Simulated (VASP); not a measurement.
# Ru (a cell with a defect) in VASP: notebook

The runs below take Ru (a cell with a defect) through single point, with PBE.

All numbers are computed with VASP 6.6.1; they aren't measurements. Logs are shortened: lines on timing, memory, paths and dates and some standing lists are left out, and cuts for length are marked.

### 1 The cell of the first run

The cell holds a defect, 15 atoms: a = 5.483 Å, b = 5.483 Å, c = 8.709 Å, α = 90.00°, β = 90.00°, γ = 120.00°.

### 2 Single point, PBE

Contents of INCAR:

```
PREC = Accurate
ENCUT = 400
EDIFF = 1E-6
ISMEAR = -1
SIGMA = 0.5
LREAL = F
LASPH = T
NELM = 120
ALGO = Normal
ISIF = 2
LWAVE = F
LCHARG = F
GGA = PE
NBANDS = 118
GGA_COMPAT = F
```

Contents of KPOINTS:

```
regular mesh
0
Gamma
  4 4 2
```

Contents of POSCAR:

```
Ru
1.0
    5.4830553700      0.0000000600      0.0000000000
   -2.7415277300      4.7484652100      0.0000000000
    0.0000000000      0.0000000000      8.7086425000
Ru
15
Direct
    0.1676869876      0.3346451790      0.1254100165
    0.3309450175      0.1713890582      0.3780717833
    0.3309437036      0.1714021150      0.8727305088
    0.1699660603      0.8358001616      0.1254023230
    0.3309365725      0.6611633109      0.3780616784
    0.1707617137      0.8361775467      0.6254044761
    0.3309402277      0.6611647851      0.8727434844
    0.6665487113      0.3323553802      0.1254027824
    0.8411684931      0.1713743101      0.3780710943
    0.6661643624      0.3315483826      0.6254003422
    0.8411822679      0.1713879988      0.8727307385
    0.6665408719      0.8357870985      0.1254014044
    0.8343558817      0.6679901420      0.3766925787
    0.6661018903      0.8361288931      0.6254087247
    0.8343524386      0.6679741368      0.8741159142
```

Potentials or basis: VASP PAW PBE potentials, release 64 (Ru_pv).

Command:

```sh
$ cat potpaw_PBE.64/Ru_pv/POTCAR > POTCAR
$ mpirun -np 1 vasp_std > vasp.out
```

OUTCAR:

```text
PREC = Accurate
   ENCUT = 400
   EDIFF = 1E-6
   ISMEAR = -1
   LREAL = F
   LASPH = T
   NELM = 120
   ISIF = 2
   GGA = PE

 ion  position               nearest neighbor table
   1  0.168  0.335  0.125-   5 2.69   2 2.69   9 2.69   7 2.69   3 2.69  11 2.69   4 2.74   8 2.74
                            12 2.74  12 2.74   8 2.74   4 2.74
   2  0.331  0.171  0.378-  10 2.68   6 2.68   9 2.69   5 2.69   1 2.69   4 2.72   8 2.72  13 2.74
                            13 2.74   5 2.80   9 2.80
   3  0.331  0.171  0.873-   6 2.68  10 2.68  11 2.69   7 2.69   1 2.69   4 2.72   8 2.72  15 2.74
                            15 2.74   7 2.80  11 2.80
   4  0.170  0.836  0.125-  15 2.71  13 2.71   5 2.72   7 2.72   2 2.72   3 2.72   8 2.72  12 2.72
                             1 2.74   1 2.74  12 2.76   8 2.76
   5  0.331  0.661  0.378-  14 2.68   6 2.68   2 2.69   9 2.69   1 2.69  12 2.72   4 2.72  13 2.74
                            13 2.74   9 2.80   2 2.80
   6  0.171  0.836  0.625-   7 2.68   3 2.68   2 2.68   5 2.68  13 2.69  15 2.69  14 2.72  10 2.72
                            10 2.77  14 2.77
   7  0.331  0.661  0.873-  14 2.68   6 2.68   3 2.69  11 2.69   1 2.69  12 2.72   4 2.72  15 2.74
                            15 2.74  11 2.80   3 2.80
   8  0.667  0.332  0.125-  15 2.71  13 2.71   9 2.72   2 2.72  11 2.72   3 2.72  12 2.72   4 2.72
                             1 2.74   1 2.74   4 2.76  12 2.76
   9  0.841  0.171  0.378-  10 2.68  14 2.68   2 2.69   5 2.69   1 2.69  12 2.72   8 2.72  13 2.74
                            13 2.74   5 2.80   2 2.80
  10  0.666  0.332  0.625-   9 2.68  11 2.68   2 2.68   3 2.68  13 2.69  15 2.69   6 2.72  14 2.72
                            14 2.77   6 2.77
  11  0.841  0.171  0.873-  10 2.68  14 2.68   3 2.69   7 2.69   1 2.69  12 2.72   8 2.72  15 2.74
                            15 2.74   7 2.80   3 2.80
  12  0.667  0.836  0.125-  15 2.71  13 2.71   7 2.72   5 2.72   9 2.72  11 2.72   8 2.72   4 2.72
                             1 2.74   1 2.74   4 2.76   8 2.76
  13  0.834  0.668  0.377-  14 2.69   6 2.69  10 2.69   4 2.71  12 2.71   8 2.71   9 2.74   2 2.74
                             5 2.74   2 2.74   5 2.74   9 2.74
  14  0.666  0.836  0.625-   7 2.68   5 2.68  11 2.68   9 2.68  15 2.69  13 2.69   6 2.72  10 2.72
                            10 2.77   6 2.77
  15  0.834  0.668  0.874-  14 2.69   6 2.69  10 2.69   4 2.71   8 2.71  12 2.71   3 2.74   7 2.74
                            11 2.74  11 2.74   7 2.74   3 2.74

  LATTYP: Found a hexagonal cell.
 ALAT       =     5.4830553700
 C/A-ratio  =     1.5882827935

  Lattice vectors:

 A1 = (   5.4830553700,   0.0000000600,   0.0000000000)
 A2 = (  -2.7415277300,   4.7484652100,   0.0000000000)
 A3 = (   0.0000000000,   0.0000000000,   8.7086425000)

Analysis of symmetry for initial positions (statically):
=====================================================================
 Subroutine PRICEL returns:
 Original cell was already a primitive cell.

 Routine SETGRP: Setting up the symmetry group for a
 hexagonal supercell.

 Subroutine GETGRP returns: Found  1 space group operations
 (whereof  1 operations were pure point group operations)
 out of a pool of 24 trial point group operations.

The static configuration has the point symmetry C_1 .

Analysis of symmetry for dynamics (positions and initial velocities):
=====================================================================
 Subroutine PRICEL returns:
 Original cell was already a primitive cell.

 Routine SETGRP: Setting up the symmetry group for a
 hexagonal supercell.

 Subroutine GETGRP returns: Found  1 space group operations
 (whereof  1 operations were pure point group operations)
 out of a pool of 24 trial point group operations.

The dynamic configuration has the point symmetry C_1 .

 Subroutine INISYM returns: Found  1 space group operations
 (whereof  1 operations are pure point group operations),
 and found     1 'primitive' translations

----------------------------------------------------------------------------------------

                                     Primitive cell

  volume of cell :     226.7391

  direct lattice vectors                    reciprocal lattice vectors
     5.483055370  0.000000060  0.000000000     0.182380065  0.105297182  0.000000000
    -2.741527730  4.748465210  0.000000000    -0.000000002  0.210594360  0.000000000
     0.000000000  0.000000000  8.708642500     0.000000000  0.000000000  0.114828459

  length of vectors
[... 53 lines left out ...]
     0.052648590  0.052648590  0.057414230

  Shift w.r.t. Gamma in fractional coordinates (k-lattice)
     0.000000000  0.000000000  0.000000000

 Subroutine IBZKPT returns following result:
 ===========================================

 Found     20 irreducible k-points:

 Following reciprocal coordinates:
            Coordinates               Weight
  0.000000  0.000000  0.000000      1.000000
  0.250000  0.000000  0.000000      2.000000
  0.000000  0.250000  0.000000      2.000000
 -0.250000  0.250000  0.000000      2.000000
  0.500000  0.000000  0.000000      1.000000
  0.000000  0.500000  0.000000      1.000000
[... 12 lines left out ...]
 -0.250000  0.500000  0.500000      2.000000
  0.500000  0.250000  0.500000      2.000000
   k-points           NKPTS =     20   k-points in BZ     NKDIM =     20   number of bands    NBANDS=    118
   number of dos      NEDOS =    301   number of ions     NIONS =     15
   total plane-waves  NPLWV =  77760
   dimension x,y,z NGX =    36 NGY =   36 NGZ =   60
   dimension x,y,z NGXF=    72 NGYF=   72 NGZF=  120
   ions per type =              15
   NGX,Y,Z   is equivalent  to a cutoff of  10.92, 10.92, 11.45 a.u.
   NGXF,Y,Z  is equivalent  to a cutoff of  21.83, 21.83, 22.91 a.u.
 SYSTEM =  unknown system
   PREC   = accura    normal or accurate (medium, high low for compatibility)
   ISTART =      0    job   : 0-new  1-cont  2-samecut
   ICHARG =      2    charge: 1-file 2-atom 10-const
   ISPIN  =      1    spin polarized calculation?
   LNONCOLLINEAR =      F non collinear calculations
   LSORBIT =      F    spin-orbit coupling
   LASPH  =      T    aspherical Exc in radial PAW
   ENCUT  =  400.0 eV  29.40 Ry    5.42 a.u.   8.94  8.94 14.20*2*pi/ulx,y,z
   NELM   =    120;   NELMIN=  2; NELMDL= -5     # of ELM steps
   EDIFF  = 0.1E-05   stopping-criterion for ELM
   LREAL  =      F    real-space projection
   EDIFFG = 0.1E-04   stopping-criterion for IOM
   NSW    =      0    number of steps for IOM
   IBRION =     -1    ionic relax: 0-MD 1-quasi-New 2-CG
   NFREE  =      0    steps in history (QN), initial steepest desc. (CG)
   ISIF   =      2    stress and relaxation
   ISYM   =      2    0-nonsym 1-usesym 2-fastsym
   POTIM  = 0.5000    time-step for ionic-motion
   TEBEG  =    0.0;   TEEND  =   0.0 temperature during run
   PSTRESS=    0.0 pullay stress
   NELECT =     210.0000    total number of electrons
   NUPDOWN=      -1.0000    fix difference up-down
   EMIN   =  10.00;   EMAX   =-10.00  energy-range for DOS
   EFERMI =   0.00;   METHOD = LEGACY
   ISMEAR =    -1;   SIGMA  =   0.50  broadening in eV -4-tet -1-fermi 0-gaus
   EFERMI_NEDOS =   21; number of points for ismear=-14 and -15
   IALGO  =     38    algorithm
   IMIX   =      4    mixing-type and parameters
     AMIX     =   0.40;   BMIX     =  1.00
     AMIX_MAG =   1.60;   BMIX_MAG =  1.00
  volume/ion in A,a.u.               =      15.12       102.01
  Fermi-wavevector in a.u.,A,eV,Ry     =   1.595778  3.015583 34.647337  2.546507
  Thomas-Fermi vector in A             =   2.693644
   LORBIT       =      0    0 simple, 1 ext, 2 COOP (PROOUT), +10 PAW based schemes
   GGA     = PE    functional components
   LHFCALC =     F    Hartree Fock is set to
   AEXX    =    0.0000 exact exchange contribution
   IVDW    =     0    specifies the selected vdW correction
   LEPSILON=     F    determine dielectric tensor
   LRPA    =     F    only Hartree local field effects (RPA)
 non-spin polarized calculation
  energy-cutoff  :      400.00
  volume of cell :      226.74
 maximum number of plane-waves:      4145
   NGX = 17   NGY = 17   NGZ = 29

 number of electron     209.9999974 magnetization

 Free energy of the ion-electron system (eV)
  ---------------------------------------------------
  ext. energy  EPLUGINS =         0.00000000
  ---------------------------------------------------
  free energy    TOTEN  =      -142.09773828 eV

  energy without entropy =     -128.40384995  energy(sigma->0) =     -135.25079411

 E-fermi :  11.0684     XC(G=0): -13.3715

 val. band max:       11.0531521004   @ k =  -0.2500   0.2500   0.5000
 cond. band min:      11.0700488546   @ k =   0.5000   0.2500   0.0000
 fundamental gap:      0.0168967542
 Fermi energy:        11.0683849511

 k-point     1 :       0.0000    0.0000    0.0000
  band No.  band energies     occupation
      1     -32.3405      2.00000
      2     -32.2897      2.00000
      3     -32.2755      2.00000
      4     -32.2752      2.00000
      5     -32.2589      2.00000
      6     -32.2588      2.00000
[... 2389 lines left out ...]
    116      11.8756      0.33196
    117      11.9799      0.27814
 [bands above 117 left out]

------------------------ aborting loop because EDIFF is reached ----------------------------------------

  FORCE on cell =-STRESS in cart. coord.  units (eV):
  Direction    XX          YY          ZZ          XY          YZ          ZX
  --------------------------------------------------------------------------------------
  -------------------------------------------------------------------------------------
  Total       -7.9466139     -7.9481883    -11.4124791     -0.0021623      0.0228486      0.0001390
  in kB      -56.1521436    -56.1632683    -80.6425442     -0.0152794      0.1614521      0.0009825
  external PRESSURE =     -64.3193187 kB  Pullay stress =       0.0000000 kB

 VOLUME and BASIS-vectors are now :
 -----------------------------------------------------------------------------
  energy-cutoff  :      400.00
  volume of cell :      226.74
      direct lattice vectors                 reciprocal lattice vectors
     5.483055370  0.000000060  0.000000000     0.182380065  0.105297182  0.000000000
    -2.741527730  4.748465210  0.000000000    -0.000000002  0.210594360  0.000000000
     0.000000000  0.000000000  8.708642500     0.000000000  0.000000000  0.114828459

 POSITION                                       TOTAL-FORCE (eV/Angst)
 -----------------------------------------------------------------------------------
      0.00200      1.58905      1.09215         0.002034     -0.001091     -0.000750
      1.34472      0.81384      3.29249         0.002004     -0.001395     -0.005342
      1.34468      0.81390      7.60030         0.001608     -0.001215      0.005178
     -1.35944      3.96877      1.09208        -0.017027     -0.010991     -0.000195
      0.00195      3.13951      3.29240        -0.000351      0.003625     -0.003599
     -1.35611      3.97056      5.44642        -0.014313     -0.008671     -0.000698
      0.00196      3.13952      7.60041        -0.000130      0.001946      0.003545
      2.74356      1.57818      1.09209         0.000938      0.021390      0.000206
      4.14235      0.81376      3.29249        -0.002670      0.000215     -0.002918
      2.74367      1.57435      5.44639         0.000152      0.020806      0.000106
      4.14238      0.81383      7.60030        -0.002677      0.000440      0.003313
      1.36335      3.96871      1.09208         0.019274     -0.012416      0.000373
      2.74351      3.17193      3.28048        -0.001215     -0.000949      0.014112
      1.36000      3.97033      5.44646         0.013854     -0.011598     -0.000262
      2.74353      3.17185      7.61236        -0.001482     -0.000095     -0.013069
 -----------------------------------------------------------------------------------
    total drift:                                0.000355      0.000513      0.000088

  FREE ENERGIE OF THE ION-ELECTRON SYSTEM (eV)
  ---------------------------------------------------
  free  energy   TOTEN  =      -142.0977382805 eV

  energy  without entropy=     -128.4038499491  energy(sigma->0) =     -135.25079411
```

It took 15 min on 1 thread of Intel Xeon 6975P-C (Granite Rapids), shared host; peak memory 0.41 GiB.

What came out:

```yaml
Free_energy: -142.0977 eV
Pressure: -6.4 GPa
Largest_force: 0.023 eV/Å
Band_gap_on_the_k_mesh: zero (bands 105 and 106 overlap by 1.10 eV)
```

Forces in eV/Å, atoms in the order of the input:
```
Ru   0.002 -0.001 -0.001
Ru   0.002 -0.001 -0.005
Ru   0.002 -0.001  0.005
Ru  -0.017 -0.011  0.000
Ru   0.000  0.004 -0.004
Ru  -0.014 -0.009 -0.001
Ru   0.000  0.002  0.004
Ru   0.001  0.021  0.000
Ru  -0.003  0.000 -0.003
Ru   0.000  0.021  0.000
Ru  -0.003  0.000  0.003
Ru   0.019 -0.012  0.000
Ru  -0.001 -0.001  0.014
Ru   0.014 -0.012  0.000
Ru  -0.001  0.000 -0.013
```

Caveat: the k points lie up to 0.36 Å⁻¹ apart, too coarse for converged energies and pressures of a metal; so wide a smearing shifts energies and pressures.

### 3 Single point, PBE

Contents of INCAR:

```
SYSTEM = Ru
PREC = Accurate
ENCUT = 400
EDIFF = 1E-6
ISMEAR = -1
SIGMA = 0.5
LREAL = .FALSE.
LASPH = .TRUE.
NELM = 120
ALGO = Normal
ISIF = 2
LWAVE = .FALSE.
LCHARG = .FALSE.
GGA = PE
NBANDS = 118
GGA_COMPAT = .FALSE.
```

Contents of KPOINTS:

```
regular mesh
0
G
  4 4 2
  0 0 0
```

Contents of POSCAR:

```
Ru
1.0
    5.4830553696      0.0000000560      0.0000000000
   -2.7415277333      4.7484652124      0.0000000000
    0.0000000000      0.0000000000      8.7086425000
Ru
15
Direct
    0.1676869099      0.3346450980      0.1254100001
    0.3309449254      0.1713889723      0.3780717594
    0.3309436840      0.1714020410      0.8727304565
    0.1699661030      0.8358002275      0.1254023594
    0.3309365594      0.6611632976      0.3780616818
    0.1707616696      0.8361775707      0.6254045131
    0.3309401660      0.6611647501      0.8727435219
    0.6665487762      0.3323553423      0.1254027981
    0.8411684902      0.1713742679      0.3780711088
    0.6661644391      0.3315484760      0.6254003844
    0.8411822641      0.1713879451      0.8727306854
    0.6665407970      0.8357870599      0.1254014498
    0.8343558004      0.6679900798      0.3766925599
    0.6661018840      0.8361288949      0.6254087223
    0.8343524057      0.6679741619      0.8741158753
```

Potentials or basis: VASP PAW PBE potentials, release 64 (Ru_pv).

Command:

```sh
$ cat potpaw_PBE.64/Ru_pv/POTCAR > POTCAR
$ mpirun -np 1 vasp_std > vasp.out
```

Run time: 47 min. Hardware: 1 thread of Intel Xeon 8259CL, shared host; peak memory 0.41 GiB.

The run converged. Its results:

| Quantity | Value |
| --- | --- |
| Free energy | -142.0977 eV |
| Pressure | -6.4 GPa |
| Largest force | 0.023 eV/Å |
| Band gap on the k mesh | zero (bands 105 and 106 overlap by 1.10 eV) |

Forces on the atoms (eV/Å):
```
Ru   0.002 -0.001 -0.001
Ru   0.002 -0.001 -0.005
Ru   0.002 -0.001  0.005
Ru  -0.017 -0.011  0.000
Ru   0.000  0.004 -0.004
Ru  -0.014 -0.009 -0.001
Ru   0.000  0.002  0.004
Ru   0.001  0.021  0.000
Ru  -0.003  0.000 -0.003
Ru   0.000  0.021  0.000
Ru  -0.003  0.000  0.003
Ru   0.019 -0.012  0.000
Ru  -0.001 -0.001  0.014
Ru   0.014 -0.012  0.000
Ru  -0.001  0.000 -0.013
```

Stress tensor (GPa, compression positive):
```
-5.61  0.00  0.00
 0.00 -5.61  0.02
 0.00  0.02 -8.06
```

Levels at points of the mesh, in eV from the Fermi level:
```csv
k point,band 102,band 103,band 104,band 105,band 106,band 107,band 108,band 109,band 110,band 111
"(0.00, 0.00, 0.00)",0.50,0.60,0.60,0.62,0.62,0.73,0.73,0.97,0.97,1.40
"(0.50, 0.00, 0.00)",-0.93,-0.63,-0.55,-0.45,-0.26,-0.21,-0.20,0.08,0.17,0.33
"(0.00, 0.50, 0.00)",-0.93,-0.63,-0.55,-0.45,-0.26,-0.21,-0.20,0.08,0.17,0.33
"(0.50, 0.50, 0.00)",-0.93,-0.63,-0.55,-0.45,-0.26,-0.21,-0.20,0.08,0.17,0.33
"(0.00, 0.00, 0.50)",0.70,0.81,0.81,0.83,0.83,0.88,0.93,1.01,1.01,1.06
"(0.50, 0.00, 0.50)",-0.62,-0.60,-0.46,-0.25,-0.20,-0.20,-0.13,0.03,0.04,0.06
"(0.00, 0.50, 0.50)",-0.62,-0.60,-0.46,-0.25,-0.20,-0.20,-0.13,0.03,0.04,0.06
"(0.50, 0.50, 0.50)",-0.62,-0.60,-0.46,-0.25,-0.20,-0.20,-0.13,0.03,0.04,0.06
```

Caveat: the k points lie up to 0.36 Å⁻¹ apart, too coarse for converged energies and pressures of a metal; so wide a smearing shifts energies and pressures.

### 4 Single point, PBE

Contents of INCAR:

```
  PREC = Accurate
  ENCUT = 400
  EDIFF = 1E-6
  ISMEAR = -1
  SIGMA = 0.5
  LREAL = False
  LASPH = True
  NELM = 120
  ALGO = Normal
  ISIF = 2
  LWAVE = False
  LCHARG = False
  GGA = PE
  NBANDS = 118
  GGA_COMPAT = False
```

Contents of KPOINTS:

```
regular mesh
0
Gamma
  4 4 2
```

Contents of POSCAR:

```
Ru
1.0
    5.4830553700      0.0000000600      0.0000000000
   -2.7415277300      4.7484652100      0.0000000000
    0.0000000000      0.0000000000      8.7086425000
Ru
15
Direct
    0.1692393466      0.3348568940      0.1251485820
    0.3302873444      0.1602432592      0.3778018496
    0.3303012118      0.1603243832      0.8725143015
    0.1670004384      0.8337773176      0.1250943094
    0.3302203965      0.6704981677      0.3777816584
    0.1701141555      1.3352257010      0.6251292125
    0.3302556541      0.6705230240      0.8724777425
    0.6659377799      0.3348890034      0.1251563327
    0.8336936606      0.1670817378      0.3764557641
    0.6655984851      0.3354820220      0.6251330431
    0.8336973056      0.1671327626      0.8737984601
    0.6658209925      0.8314790239      0.1251322689
    0.8404887679      0.6705068548      0.3777908336
    0.6653072477      0.8306404421      0.6251210600
    0.8404580437      0.6705462526      0.8724805403
```

Command:

```sh
$ cat potpaw_PBE.64/Ru_pv/POTCAR > POTCAR
$ mpirun -np 1 vasp_std > vasp.out
```

Run time: 54 min. Hardware: 1 thread of Intel Xeon 8259CL, shared host; peak memory 0.41 GiB.

The run converged. Its results:

| Quantity | Value |
| --- | --- |
| Free energy | -142.0978 eV |
| Pressure | -6.5 GPa |
| Largest force | 0.022 eV/Å |
| Band gap on the k mesh | zero (bands 105 and 106 overlap by 1.10 eV) |

Forces in eV/Å, atoms in the order of the input:
```
Ru  -0.016 -0.011  0.000
Ru  -0.002  0.005 -0.004
Ru  -0.001  0.004  0.001
Ru   0.002  0.000  0.003
Ru   0.003 -0.002 -0.003
Ru  -0.013 -0.011  0.000
Ru   0.002 -0.003  0.003
Ru   0.017 -0.009 -0.001
Ru  -0.002 -0.002  0.012
Ru   0.012 -0.010  0.000
Ru  -0.001 -0.002 -0.012
Ru   0.003  0.022  0.000
Ru  -0.005 -0.001 -0.003
Ru   0.004  0.020  0.001
Ru  -0.004 -0.001  0.002
```

Stress tensor (GPa, compression positive):
```
-5.66  0.01  0.00
 0.01 -5.66  0.00
 0.00  0.00 -8.05
```

Levels at points of the mesh, in eV from the Fermi level:
```tsv
k point	band 104	band 105	band 106	band 107	band 108	band 109
(0.00, 0.00, 0.00)	0.60	0.62	0.62	0.73	0.74	0.97
(0.50, 0.00, 0.00)	-0.55	-0.45	-0.26	-0.21	-0.20	0.08
(0.00, 0.50, 0.00)	-0.55	-0.45	-0.26	-0.21	-0.20	0.08
(0.50, 0.50, 0.00)	-0.55	-0.45	-0.26	-0.21	-0.20	0.08
(0.00, 0.00, 0.50)	0.81	0.83	0.83	0.88	0.93	1.01
(0.50, 0.00, 0.50)	-0.46	-0.25	-0.20	-0.20	-0.13	0.03
(0.00, 0.50, 0.50)	-0.46	-0.25	-0.20	-0.20	-0.13	0.03
(0.50, 0.50, 0.50)	-0.46	-0.25	-0.20	-0.20	-0.13	0.03
```

Caveat: the k points lie up to 0.36 Å⁻¹ apart, too coarse for converged energies and pressures of a metal; so wide a smearing shifts energies and pressures.
